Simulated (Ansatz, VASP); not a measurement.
Rh in VASP and in Ansatz

INCAR

```
SYSTEM = Rh
PREC = Accurate ; ENCUT = 520
EDIFF = 1E-7 ; ISMEAR = 1
SIGMA = 0.02 ; LREAL = .False.
LASPH = .True. ; NELM = 80
ALGO = Fast ; ISIF = 2
LWAVE = .False. ; LCHARG = .True.
LELF = .True. ; LVHAR = .True.
NBANDS = 22
```

KPOINTS

```
Automatic mesh
0
Gamma
  18 18 12
  0 0 0
```

POSCAR

```
Rh
1.0
    2.7992535183      0.0000000000      0.0000000000
   -1.3996267591      2.3650972278      0.0000000000
    0.0000000000      0.0000000000      4.4284890000
Rh
2
Direct
    0.6666666667      0.3333333333      0.7500000000
    0.3333333333      0.6666666667      0.2500000000
```

Input for Ansatz:

```yaml
crystal:
  lattice:
    - [2.7992535183, 0.0, 0.0]
    - [-1.3996267591, 2.3650972278, 0.0]
    - [0.0, 0.0, 4.428489]
  atoms:
    - { symbol: Rh, position: [0.6666666667, 0.3333333333, 0.75] }
    - { symbol: Rh, position: [0.3333333333, 0.6666666667, 0.25] }
basis:
  ecutwfc: 420
kpoints:
  mp_grid: { grid: [18, 18, 12] }
hamiltonian:
  xc: lda
scf:
  occupations: { method: methfessel_paxton, width: 0.02 }
output:
  forces: true
  stress: true
  eigenvalues: true
```

Change from the starting cell: strain +0.0250 x Voigt [1, 0, 0, 0, 0, 0], atoms carried along.

Alike in both runs: task single point; functional LDA; k mesh 18 × 18 × 12; occupations methfessel-paxton of order 1, width 0.02 eV; no spin polarisation.

|  | VASP | Ansatz |
| --- | --- | --- |
| version | VASP 6.6.1 | Ansatz 0.2.0 |
| potentials or method | VASP PAW LDA potentials, release 64 (Rh_pv), cutoff 520 eV | scalar-relativistic, plane waves, PAW |
| valence electrons in the cell | 30 | 34 |

```tsv
	VASP	Ansatz	Ansatz less VASP
gap on the k mesh at the Fermi level (eV)	none	none	-
pressure (GPa)	-23.6	-24.3	-0.68
traceless stress, the component that is largest in VASP (GPa)	-2.71	-2.69	+0.021
rms of the force components (eV/Å)	0.023	0.023	-0.0007
```

LDA's correlation is that of Perdew and Zunger in VASP and of Perdew and Wang (1992) in Ansatz. Atom by atom the forces differ by 0.001 eV/Å (rms over components). A gap of «none» marks a metal or a gap that the smearing closes. VASP's potentials hold 30 valence electrons a cell and Ansatz's 34, so a difference there can come from the potentials and not from the codes.
